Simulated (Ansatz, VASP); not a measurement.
**Two plane-wave programs on GaP**

```xyz
2
Lattice="0.0000 2.6957 2.6957 2.6957 0.0000 2.6957 2.6957 2.6957 0.0000" Properties=species:S:1:pos:R:3 pbc="T T T"
Ga    0.0000    0.0000    0.0000
P     4.0435    4.0435    4.0435
```

Alike in both runs: functional LDA; k mesh 10 × 10 × 10; occupations fermi-dirac, width 0.1 eV; no spin polarisation.

Ansatz relaxed the structure, and its values are those at the end. VASP's run is a single point on that final structure, the one shown.

|  | VASP | Ansatz |
| --- | --- | --- |
| version | VASP 6.6.1 | Ansatz 0.2.0 |
| potentials or method | VASP PAW LDA potentials, release 64 (Ga_d, P) | PAW with Ansatz's default frozen-core files, scalar-relativistic |
| plane-wave cutoff (eV) | 520 | 420 |
| valence electrons in the cell | 18 | 18 |

VASP gave:

* pressure (GPa): 0.1

Task: What did Ansatz give for the same quantities?

Result: Pressure (GPa): 0.0.

LDA's correlation is that of Perdew and Zunger in VASP and of Perdew and Wang (1992) in Ansatz.
